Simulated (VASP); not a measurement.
# CsH (P4/mmm) in VASP: single point with HSE06

Aim: the single point of CsH with HSE06.

Everything below comes from runs of VASP 6.6.1. Logs are shortened: lines on timing, memory, paths and dates and some standing lists are left out, and cuts for length are marked.

## Step 1: The cell of the first run

It takes space group P4/mmm (No. 123, tetragonal). Conventional cell: a = 4.006 Å, b = 4.006 Å, c = 3.813 Å, α = 90.00°, β = 90.00°, γ = 90.00°. Cs (site symmetry 4/mmm) has 8 H at 3.41 Å and 6 Cs at 3.81 to 4.01 Å within 4.5 Å. Within 4.5 Å of H (site symmetry 4/mmm) lie 8 Cs at 3.41 Å and 6 H at 3.81 to 4.01 Å.

## Step 2: Single point, HSE06 (biaxial xy strain +5.0%)

The input, POSCAR:

```
CsH
1.0
    4.0056256121      0.0000000000      0.0000000000
    0.0000000000      4.0056256121      0.0000000000
    0.0000000000      0.0000000000      3.8130657897
Cs H
1 1
Direct
    0.0000000000      0.0000000000      0.0000000000
    0.5000000000      0.5000000000      0.5000000000
```

The input, INCAR.step1:

```
SYSTEM = CsH
PREC = Accurate ; ENCUT = 520
EDIFF = 1E-5 ; ISMEAR = 0
SIGMA = 0.01 ; LREAL = .FALSE.
LASPH = .TRUE. ; NELM = 80
ALGO = Normal ; ISIF = 2
LWAVE = .TRUE. ; LCHARG = .FALSE.
GGA = PE ; NBANDS = 12
```

The input, INCAR.step2:

```
SYSTEM = CsH
PREC = Accurate ; ENCUT = 520
EDIFF = 1E-6 ; ISMEAR = 0
SIGMA = 0.01 ; LREAL = .FALSE.
LASPH = .TRUE. ; NELM = 80
ALGO = Normal ; ISIF = 2
LWAVE = .FALSE. ; LCHARG = .FALSE.
GGA = PE ; LHFCALC = .TRUE.
HFSCREEN = 0.2079 ; PRECFOCK = Normal
ISTART = 1 ; NBANDS = 12
```

The input, KPOINTS:

```
Automatic mesh
0
G
  4 4 4
  0 0 0
```

Potentials or basis: VASP PAW PBE potentials, release 64 (Cs_sv, H).

Launch:

```console
$ cat potpaw_PBE.64/Cs_sv/POTCAR potpaw_PBE.64/H/POTCAR > POTCAR
$ cp INCAR.step1 INCAR
$ mpirun -np 1 vasp_std > vasp.out
$ cp INCAR.step2 INCAR
$ mpirun -np 1 vasp_std > vasp.out
```

OUTCAR:

```text
SYSTEM = CsH
   PREC = Accurate
   ENCUT = 520
   EDIFF = 1E-6
   ISMEAR = 0
   LREAL = .FALSE.
   LASPH = .TRUE.
   NELM = 80
   ISIF = 2
   GGA = PE
   LHFCALC = .TRUE.
   HFSCREEN = 0.2079
   PRECFOCK = Normal
   ISTART = 1

 ion  position               nearest neighbor table
   1  0.000  0.000  0.000-
   2  0.500  0.500  0.500-

  LATTYP: Found a simple tetragonal cell.
 ALAT       =     4.0056256121
 C/A-ratio  =     0.9519276535

  Lattice vectors:

 A1 = (   4.0056256121,   0.0000000000,   0.0000000000)
 A2 = (   0.0000000000,   4.0056256121,   0.0000000000)
 A3 = (   0.0000000000,   0.0000000000,   3.8130657897)

Analysis of symmetry for initial positions (statically):
=====================================================================
 Subroutine PRICEL returns:
 Original cell was already a primitive cell.

 Routine SETGRP: Setting up the symmetry group for a
 simple tetragonal supercell.

 Subroutine GETGRP returns: Found 16 space group operations
 (whereof 16 operations were pure point group operations)
 out of a pool of 16 trial point group operations.

The static configuration has the point symmetry D_4h.

Analysis of symmetry for dynamics (positions and initial velocities):
=====================================================================
 Subroutine PRICEL returns:
 Original cell was already a primitive cell.

 Routine SETGRP: Setting up the symmetry group for a
 simple tetragonal supercell.

 Subroutine GETGRP returns: Found 16 space group operations
 (whereof 16 operations were pure point group operations)
 out of a pool of 16 trial point group operations.

The dynamic configuration has the point symmetry D_4h.

 Subroutine INISYM returns: Found 16 space group operations
 (whereof 16 operations are pure point group operations),
 and found     1 'primitive' translations

----------------------------------------------------------------------------------------

                                     Primitive cell

  volume of cell :      61.1808

  direct lattice vectors                    reciprocal lattice vectors
     4.005625612  0.000000000  0.000000000     0.249648893  0.000000000  0.000000000
     0.000000000  4.005625612  0.000000000     0.000000000  0.249648893  0.000000000
     0.000000000  0.000000000  3.813065790     0.000000000  0.000000000  0.262256162

  length of vectors
     4.005625612  4.005625612  3.813065790     0.249648893  0.249648893  0.262256162

  position of ions in fractional coordinates (direct lattice)
     0.000000000  0.000000000  0.000000000
     0.500000000  0.500000000  0.500000000

  ion indices of the primitive-cell ions
   primitive index   ion index
                 1           1
                 2           2

----------------------------------------------------------------------------------------

 KPOINTS: Automatic mesh

Automatic generation of k-mesh.
 Grid dimensions read from file:
 generate k-points for:    4    4    4

 Generating k-lattice:

  Cartesian coordinates                     Fractional coordinates (reciprocal lattice)
     0.062412223  0.000000000  0.000000000     0.250000000  0.000000000  0.000000000
     0.000000000  0.062412223  0.000000000     0.000000000  0.250000000  0.000000000
     0.000000000  0.000000000  0.065564041     0.000000000  0.000000000  0.250000000

  Length of vectors
     0.062412223  0.062412223  0.065564041

  Shift w.r.t. Gamma in fractional coordinates (k-lattice)
     0.000000000  0.000000000  0.000000000

 Subroutine IBZKPT returns following result:
 ===========================================

 Found     18 irreducible k-points:

 Following reciprocal coordinates:
            Coordinates               Weight
  0.000000  0.000000  0.000000      1.000000
  0.250000  0.000000  0.000000      4.000000
  0.500000  0.000000  0.000000      2.000000
  0.250000  0.250000  0.000000      4.000000
  0.500000  0.250000  0.000000      4.000000
  0.500000  0.500000  0.000000      1.000000
[... 10 lines left out ...]
  0.500000  0.250000  0.500000      4.000000
  0.500000  0.500000  0.500000      1.000000
   k-points           NKPTS =     18   k-points in BZ     NKDIM =     64   number of bands    NBANDS=     12
   number of dos      NEDOS =    301   number of ions     NIONS =      2
   total plane-waves  NPLWV =  25200
   dimension x,y,z NGX =    30 NGY =   30 NGZ =   28
   dimension x,y,z NGXF=    60 NGYF=   60 NGZF=   56
   ions per type =               1   1
   NGX,Y,Z   is equivalent  to a cutoff of  12.45, 12.45, 12.21 a.u.
   NGXF,Y,Z  is equivalent  to a cutoff of  24.90, 24.90, 24.42 a.u.
 SYSTEM =  CsH
   PREC   = accura    normal or accurate (medium, high low for compatibility)
   ISTART =      1    job   : 0-new  1-cont  2-samecut
   ICHARG =      0    charge: 1-file 2-atom 10-const
   ISPIN  =      1    spin polarized calculation?
   LNONCOLLINEAR =      F non collinear calculations
   LSORBIT =      F    spin-orbit coupling
   LASPH  =      T    aspherical Exc in radial PAW
   ENCUT  =  520.0 eV  38.22 Ry    6.18 a.u.   7.45  7.45  7.09*2*pi/ulx,y,z
   NELM   =     80;   NELMIN=  2; NELMDL=  0     # of ELM steps
   EDIFF  = 0.1E-05   stopping-criterion for ELM
   LREAL  =      F    real-space projection
   EDIFFG = 0.1E-04   stopping-criterion for IOM
   NSW    =      0    number of steps for IOM
   IBRION =     -1    ionic relax: 0-MD 1-quasi-New 2-CG
   NFREE  =      0    steps in history (QN), initial steepest desc. (CG)
   ISIF   =      2    stress and relaxation
   ISYM   =      3    0-nonsym 1-usesym 2-fastsym
   POTIM  = 0.5000    time-step for ionic-motion
   TEBEG  =    0.0;   TEEND  =   0.0 temperature during run
   PSTRESS=    0.0 pullay stress
   NELECT =      10.0000    total number of electrons
   NUPDOWN=      -1.0000    fix difference up-down
   EMIN   =  10.00;   EMAX   =-10.00  energy-range for DOS
   EFERMI =   0.00;   METHOD = LEGACY
   ISMEAR =     0;   SIGMA  =   0.01  broadening in eV -4-tet -1-fermi 0-gaus
   EFERMI_NEDOS =   21; number of points for ismear=-14 and -15
   IALGO  =     38    algorithm
   IMIX   =      1    mixing-type and parameters
     AMIX     =   0.40;   BMIX     =  1.00
     AMIX_MAG =   1.60;   BMIX_MAG =  1.00
  volume/ion in A,a.u.               =      30.59       206.43
  Fermi-wavevector in a.u.,A,eV,Ry     =   0.895096  1.691487 10.900956  0.801198
  Thomas-Fermi vector in A             =   2.017385
   LORBIT       =      0    0 simple, 1 ext, 2 COOP (PROOUT), +10 PAW based schemes
   GGA     = PE    functional components
   LHFCALC =     T    Hartree Fock is set to
   PRECFOCK=normal    Normal, Fast or Accurate (Low or Medium for compatibility)
   ENCUT4O =  -1.0   cutoff for four orbital integrals eV
   NKREDX  =     1    reduce k-point grid by
   NKREDY  =     1    reduce k-point grid by
   NKREDZ  =     1    reduce k-point grid by
   AEXX    =    0.2500 exact exchange contribution
   HFSCREEN=    0.2079 screening length (either q_TF or 0.3 A-1)
   HFSCREENC=   0.2079 screening length for correlation (either q_TF or 0.3 A-1)
   ENCUTFOCK=  -1.0 apply spherical cutoff to Coloumb kernel
   IVDW    =     0    specifies the selected vdW correction
   LEPSILON=     F    determine dielectric tensor
   LRPA    =     F    only Hartree local field effects (RPA)
 non-spin polarized calculation
 Gauss-broadening in eV      SIGMA  =   0.01
  energy-cutoff  :      520.00
  volume of cell :       61.18
 maximum number of plane-waves:      1663
 NGX is ok and might be reduce to    30
  NGX = 24; NGY = 24; NGZ = 24

 number of electron      10.0000001 magnetization

 Free energy of the ion-electron system (eV)
  ---------------------------------------------------
  ext. energy  EPLUGINS =         0.00000000
  ---------------------------------------------------
  free energy    TOTEN  =        -5.08451831 eV

  energy without entropy =       -5.08451831  energy(sigma->0) =       -5.08451831

 E-fermi :  -0.0883     XC(G=0):  -6.3745

 val. band max:       -0.2138082831   @ k =   0.5000   0.5000   0.5000
 cond. band min:       3.0710664464   @ k =   0.5000   0.0000   0.0000
 fundamental gap:      3.2848747296
 Fermi energy:        -0.0883280062

 k-point     1 :       0.0000    0.0000    0.0000
  band No.  band energies     occupation
      1     -23.7103      2.00000
      2      -8.9534      2.00000
      3      -8.9534      2.00000
      4      -8.7551      2.00000
      5      -2.2812      2.00000
      6       4.0733      0.00000
      7       4.1216      0.00000
      8       7.4070      0.00000
      9       9.6325      0.00000
     10      10.0672      0.00000
     11      10.0672      0.00000
     12      10.4849      0.00000

 k-point     2 :       0.2500    0.0000    0.0000
  band No.  band energies     occupation
      1     -23.6585      2.00000
      2      -9.5791      2.00000
      3      -8.8989      2.00000
      4      -8.7046      2.00000
      5      -1.5397      2.00000
      6       4.1834      0.00000
      7       4.4145      0.00000
      8       7.2736      0.00000
      9       7.5141      0.00000
     10       8.1313      0.00000
     11      10.2389      0.00000
     12      11.6387      0.00000

 k-point     3 :       0.5000    0.0000    0.0000
  band No.  band energies     occupation
      1     -23.6055      2.00000
      2     -10.1119      2.00000
      3      -8.8430      2.00000
      4      -8.6529      2.00000
      5      -0.6745      2.00000
      6       3.0711      0.00000
      7       4.7870      0.00000
      8       6.5447      0.00000
      9       7.1866      0.00000
     10      10.1143      0.00000
     11      10.4297      0.00000
     12      10.7090      0.00000
[... 196 lines left out ...]
 k-point    17 :       0.5000    0.2500    0.5000
  band No.  band energies     occupation
      1     -23.3940      2.00000
      2     -10.0140      2.00000
      3      -9.7002      2.00000
      4      -9.1781      2.00000
      5      -0.8825      2.00000
      6       4.3831      0.00000
      7       4.6751      0.00000
      8       4.8392      0.00000
      9       7.1086      0.00000
     10      10.2753      0.00000
     11      10.5775      0.00000
     12      12.0499      0.00000

 k-point    18 :       0.5000    0.5000    0.5000
  band No.  band energies     occupation
      1     -23.3464      2.00000
      2      -9.9327      2.00000
      3      -9.6211      2.00000
      4      -9.6211      2.00000
      5      -0.2138      2.00000
      6       3.3207      0.00000
      7       3.3207      0.00000
      8       3.6494      0.00000
      9      11.4150      0.00000
     10      11.4150      0.00000
     11      11.8382      0.00000
     12      12.0655      0.00000

------------------------ aborting loop because EDIFF is reached ----------------------------------------

  FORCE on cell =-STRESS in cart. coord.  units (eV):
  Direction    XX          YY          ZZ          XY          YZ          ZX
  --------------------------------------------------------------------------------------
  -------------------------------------------------------------------------------------
  Total       -0.5788114     -0.5788114      0.1501765      0.0000000      0.0000000     -0.0000000
  in kB      -15.1576765    -15.1576765      3.9327612      0.0000000      0.0000000     -0.0000000
  external PRESSURE =      -8.7941973 kB  Pullay stress =       0.0000000 kB

 VOLUME and BASIS-vectors are now :
 -----------------------------------------------------------------------------
  energy-cutoff  :      520.00
  volume of cell :       61.18
      direct lattice vectors                 reciprocal lattice vectors
     4.005625612  0.000000000  0.000000000     0.249648893  0.000000000  0.000000000
     0.000000000  4.005625612  0.000000000     0.000000000  0.249648893  0.000000000
     0.000000000  0.000000000  3.813065790     0.000000000  0.000000000  0.262256162

 POSITION                                       TOTAL-FORCE (eV/Angst)
 -----------------------------------------------------------------------------------
      0.00000      0.00000      0.00000         0.000000      0.000000      0.000000
      2.00281      2.00281      1.90653         0.000000      0.000000      0.000000
 -----------------------------------------------------------------------------------
    total drift:                               -0.000001      0.000002     -0.000003

  FREE ENERGIE OF THE ION-ELECTRON SYSTEM (eV)
  ---------------------------------------------------
  free  energy   TOTEN  =        -5.0845183121 eV

  energy  without entropy=       -5.0845183121  energy(sigma->0) =       -5.08451831
```

It took 5.8 min on 1 thread of Intel Xeon 8259CL, shared host; peak memory 0.28 GiB.

What came out:

* Free energy: -5.0845 eV
* Pressure: -0.9 GPa
* Band gap on the k mesh: 3.28 eV (least direct gap 3.53 eV)

Caveat: the cell differs from its parent crystal (biaxial xy strain +5.0%); the PAW data sets were made with another functional, which shifts forces and pressure a little; spin-orbit coupling is left out, which moves the levels of the heavy elements.
